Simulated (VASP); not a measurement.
Al8As8H (a cell with a defect), 17 atoms in the cell. The cell holds a defect, 17 atoms: a = 8.027 Å, b = 8.027 Å, c = 8.027 Å, α = 60.00°, β = 60.00°, γ = 60.00°.  This cell differs from its parent crystal: with an interstitial atom, then relaxed in part.

- Program: VASP 6.6.1
- Task: single point
- Functional: PBEsol
- Potentials or basis: VASP PAW PBE potentials, release 64 (Al, As, H)
- Cutoff: 520 eV
- k mesh: 2 × 2 × 2
- Occupations: gaussian, width 0.02 eV
- Spin: no spin polarisation
- Dipole correction: no
- Charge: 1
- Further INCAR settings: LREAL = Auto; ALGO = Normal; EDIFF = 1e-06; NBANDS = 46; NELECT = 64.0

Potentials or basis: VASP PAW PBE potentials, release 64 (Al, As, H).

Command:

```console
$ cat potpaw_PBE.64/Al/POTCAR potpaw_PBE.64/As/POTCAR potpaw_PBE.64/H/POTCAR > POTCAR
$ mpirun -np 1 vasp_std > vasp.out
```

Hardware: 1 thread of Intel Xeon 8259CL, with other jobs on the host.

**Question.** Estimate the wall time of this run.

**Answer.** Run time: 7.8 min on 1 thread of Intel Xeon 8259CL, with other jobs on the host, peak memory 0.51 GiB. Counts: scf iterations 14, k points 8.
